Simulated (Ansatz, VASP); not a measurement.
One calculation of Ru, two programs

```
Ru
1.0
     2.70580    0.00000    0.00000
    -1.35290    2.34329    0.00000
     0.00000    0.00000    4.28190
Ru
2
Direct
  0.33333 0.66667 0.25000
  0.66667 0.33333 0.75000
```

Alike in both runs: task relaxation of cell and atoms; functional RPBE; k mesh 10 × 10 × 6; occupations fermi-dirac, width 0.1 eV; no spin polarisation.

```csv
,VASP,Ansatz
version,VASP 6.6.1,Ansatz 0.2.0
potentials or method,"VASP PAW PBE potentials, release 64 (Ru_pv)","plane waves, PAW"
plane-wave cutoff (eV),600,420
valence electrons in the cell,28,32
```

VASP gave:

| Quantity | Value |
| --- | --- |
| relaxed volume (Å³/atom) | 13.98 |
| relaxed cell length with the largest relative difference (Å) | 2.739 |

Q: Estimate Ansatz's values.

A: Relaxed volume (Å³/atom): 13.98; relaxed cell length with the largest relative difference (Å): 2.740.

VASP's potentials were made for PBE, not for RPBE. VASP's potentials hold 28 valence electrons a cell and Ansatz's 32, so a difference there can come from the potentials and not from the codes.
